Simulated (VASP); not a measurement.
# TaN (P-6m2) in VASP: a series of runs, part 2 of 2

VASP 6.6.1. The steps go on from the part before.

## 3. Single point, r2SCANh

File POSCAR:

```
TaN
1.0
    2.9380000000      0.0000000000      0.0000000000
   -1.4690000000      2.5443826363      0.0000000000
    0.0000000000      0.0000000000      2.8830000000
Ta N
1 1
Direct
    0.0000000000      0.0000000000      0.5000000000
    0.6666666667      0.3333333333      0.0000000000
```

File INCAR.step1:

```
PREC = Accurate ; ENCUT = 520
EDIFF = 1E-5 ; ISMEAR = -1
SIGMA = 0.05 ; LREAL = F
LASPH = T ; NELM = 80
ALGO = Normal ; ISIF = 2
LWAVE = T ; LCHARG = F
GGA = PE ; NBANDS = 15
```

File INCAR.step2:

```
PREC = Accurate ; ENCUT = 520
EDIFF = 1E-6 ; ISMEAR = -1
SIGMA = 0.05 ; LREAL = F
LASPH = T ; NELM = 80
ALGO = Normal ; ISIF = 2
LWAVE = F ; LCHARG = F
METAGGA = R2SCAN ; LHFCALC = T
AEXX = 0.1 ; LMIXTAU = T
PRECFOCK = Normal ; ISTART = 1
NBANDS = 15
```

File KPOINTS:

```
Automatic mesh
0
Gamma
  5 5 5
```

Potentials or basis: VASP PAW PBE potentials, release 64 (Ta_pv, N).

Run with:

```bash
cat potpaw_PBE.64/Ta_pv/POTCAR potpaw_PBE.64/N/POTCAR > POTCAR
cp INCAR.step1 INCAR
mpirun -np 1 vasp_std > vasp.out
cp INCAR.step2 INCAR
mpirun -np 1 vasp_std > vasp.out
```

OUTCAR:

```text
PREC = Accurate
   ENCUT = 520
   EDIFF = 1E-6
   ISMEAR = -1
   LREAL = F
   LASPH = T
   NELM = 80
   ISIF = 2
   METAGGA = R2SCAN
   LHFCALC = T
   AEXX = 0.1
   PRECFOCK = Normal
   ISTART = 1

 ion  position               nearest neighbor table
   1  0.000  0.000  0.500-   2 2.23   2 2.23   2 2.23   2 2.23   2 2.23   2 2.23
   2  0.667  0.333  0.000-   1 2.23   1 2.23   1 2.23   1 2.23   1 2.23   1 2.23

  LATTYP: Found a hexagonal cell.
 ALAT       =     2.9380000000
 C/A-ratio  =     0.9812797822

  Lattice vectors:

 A1 = (   2.9380000000,   0.0000000000,   0.0000000000)
 A2 = (  -1.4690000000,   2.5443826363,   0.0000000000)
 A3 = (   0.0000000000,   0.0000000000,   2.8830000000)

Analysis of symmetry for initial positions (statically):
=====================================================================
 Subroutine PRICEL returns:
 Original cell was already a primitive cell.

 Routine SETGRP: Setting up the symmetry group for a
 hexagonal supercell.

 Subroutine GETGRP returns: Found 12 space group operations
 (whereof 12 operations were pure point group operations)
 out of a pool of 24 trial point group operations.

The static configuration has the point symmetry D_3h.

Analysis of symmetry for dynamics (positions and initial velocities):
=====================================================================
 Subroutine PRICEL returns:
 Original cell was already a primitive cell.

 Routine SETGRP: Setting up the symmetry group for a
 hexagonal supercell.

 Subroutine GETGRP returns: Found 12 space group operations
 (whereof 12 operations were pure point group operations)
 out of a pool of 24 trial point group operations.

The dynamic configuration has the point symmetry D_3h.

 Subroutine INISYM returns: Found 12 space group operations
 (whereof 12 operations are pure point group operations),
[... 119 lines left out ...]
   HFSCREEN=    0.0000 screening length (either q_TF or 0.3 A-1)
   HFSCREENC=   0.0000 screening length for correlation (either q_TF or 0.3 A-1)
   ENCUTFOCK=  -1.0 apply spherical cutoff to Coloumb kernel
   IVDW    =     0    specifies the selected vdW correction
   LEPSILON=     F    determine dielectric tensor
   LRPA    =     F    only Hartree local field effects (RPA)
 non-spin polarized calculation
  energy-cutoff  :      520.00
  volume of cell :       21.55
 maximum number of plane-waves:       599
 NGX is ok and might be reduce to    24
  NGX = 18; NGY = 18; NGZ = 18

 number of electron      16.0000001 magnetization

 Free energy of the ion-electron system (eV)
  ---------------------------------------------------
  ext. energy  EPLUGINS =         0.00000000
  ---------------------------------------------------
  free energy    TOTEN  =       -59.05274158 eV

  energy without entropy =      -59.05052351  energy(sigma->0) =      -59.05163254

 E-fermi :   8.2892     XC(G=0): -13.0555

 val. band max:        8.2891466914   @ k =   0.0000   0.0000   0.4000
 cond. band min:       8.2891694072   @ k =   0.0000   0.0000   0.4000
 fundamental gap:      0.0000227158
 Fermi energy:         8.2891580494

 k-point     1 :       0.0000    0.0000    0.0000
  band No.  band energies     occupation
      1     -28.9725      2.00000
      2     -28.7151      2.00000
      3     -28.7151      2.00000
      4     -11.5344      2.00000
      5       2.9118      2.00000
      6       2.9118      2.00000
      7       3.3718      2.00000
      8       4.6536      2.00000
      9      11.0185      0.00000
     10      12.3461      0.00000
     11      12.3461      0.00000
     12      12.8728      0.00000
     13      12.8728      0.00000
     14      19.9988      0.00000
[... 239 lines left out ...]
      2     -29.5466      2.00000
      3     -29.1020      2.00000
      4      -9.4073      2.00000
      5      -0.3708      2.00000
      6       0.7154      2.00000
      7       2.9930      2.00000
      8       7.1514      2.00000
      9      13.1332      0.00000
     10      13.5524      0.00000
     11      14.9418      0.00000
     12      16.1399      0.00000
     13      19.0557      0.00000
     14      20.0173      0.00000
     15      20.9555      0.00000

------------------------ aborting loop because EDIFF is reached ----------------------------------------

  FORCE on cell =-STRESS in cart. coord.  units (eV):
  Direction    XX          YY          ZZ          XY          YZ          ZX
  --------------------------------------------------------------------------------------
  -------------------------------------------------------------------------------------
  Total       -0.2089595     -0.2089595     -0.2505773      0.0000000     -0.0000000     -0.0000000
  in kB      -15.5343743    -15.5343743    -18.6283078      0.0000000     -0.0000000     -0.0000000
  external PRESSURE =     -16.5656855 kB  Pullay stress =       0.0000000 kB

 VOLUME and BASIS-vectors are now :
 -----------------------------------------------------------------------------
  energy-cutoff  :      520.00
  volume of cell :       21.55
      direct lattice vectors                 reciprocal lattice vectors
     2.938000000  0.000000000  0.000000000     0.340367597  0.196511324  0.000000000
    -1.469000000  2.544382636  0.000000000     0.000000000  0.393022648  0.000000000
     0.000000000  0.000000000  2.883000000     0.000000000  0.000000000  0.346860909

 POSITION                                       TOTAL-FORCE (eV/Angst)
 -----------------------------------------------------------------------------------
      0.00000      0.00000      1.44150        -0.000000     -0.000000      0.000000
      1.46900      0.84813      0.00000         0.000000      0.000000      0.000000
 -----------------------------------------------------------------------------------
    total drift:                                0.000001      0.000001      0.000000

  FREE ENERGIE OF THE ION-ELECTRON SYSTEM (eV)
  ---------------------------------------------------
  free  energy   TOTEN  =       -59.0527415796 eV

  energy  without entropy=      -59.0505235087  energy(sigma->0) =      -59.05163254
```

OUTCAR.step1:

```text
PREC = Accurate
   ENCUT = 520
   EDIFF = 1E-5
   ISMEAR = -1
   LREAL = F
[... 481 lines left out ...]
      0.00000      0.00000      1.44150        -0.000000      0.000000      0.000000
      1.46900      0.84813      0.00000         0.000000     -0.000000      0.000000
 -----------------------------------------------------------------------------------
    total drift:                               -0.000000      0.000000      0.000000

  FREE ENERGIE OF THE ION-ELECTRON SYSTEM (eV)
  ---------------------------------------------------
  free  energy   TOTEN  =       -22.4531934580 eV

  energy  without entropy=      -22.4509743588  energy(sigma->0) =      -22.45208391
```

OSZICAR.step1:

```text
N       E                     dE             d eps       ncg     rms          rms(c)
DAV:   1     0.949147191133E+02    0.94915E+02   -0.89921E+03   450   0.113E+03
DAV:   2    -0.218727113128E+02   -0.11679E+03   -0.11094E+03   527   0.307E+02
DAV:   3    -0.249675281319E+02   -0.30948E+01   -0.30815E+01   506   0.486E+01
DAV:   4    -0.249807698289E+02   -0.13242E-01   -0.13239E-01   576   0.341E+00
DAV:   5    -0.249808539613E+02   -0.84132E-04   -0.84132E-04   527   0.248E-01    0.235E+01
DAV:   6    -0.225300251914E+02    0.24508E+01   -0.39673E+00   562   0.235E+01    0.987E+00
DAV:   7    -0.224813925904E+02    0.48633E-01   -0.60653E-01   506   0.611E+00    0.695E+00
DAV:   8    -0.224625219570E+02    0.18871E-01   -0.16180E-01   548   0.341E+00    0.175E+00
DAV:   9    -0.224531970717E+02    0.93249E-02   -0.19143E-02   471   0.114E+00    0.173E-01
DAV:  10    -0.224532631001E+02   -0.66028E-04   -0.13635E-03   555   0.406E-01    0.888E-02
DAV:  11    -0.224531937684E+02    0.69332E-04   -0.97442E-05   513   0.102E-01    0.126E-02
DAV:  12    -0.224531934580E+02    0.31042E-06   -0.11948E-05   357   0.319E-02
   1 F= -.22453193E+02 E0= -.22452084E+02  d E =-.221910E-02
```

Wall time 7.2 min (1 thread of Intel Xeon Platinum 8559C (Emerald Rapids), shared host); peak memory 0.16 GiB.

What came out:

```yaml
Free_energy: -59.0527 eV
Pressure: -1.7 GPa
Band_gap_on_the_k_mesh: zero (filled and empty bands touch)
```

Stress tensor (GPa, compression positive):
```
-1.55  0.00  0.00
 0.00 -1.55  0.00
 0.00  0.00 -1.86
```

Caveat: the k points lie up to 0.49 Å⁻¹ apart; the PAW data sets were made with another functional, which shifts forces and pressure a little; spin-orbit coupling is left out, which moves the levels of the heavy elements.
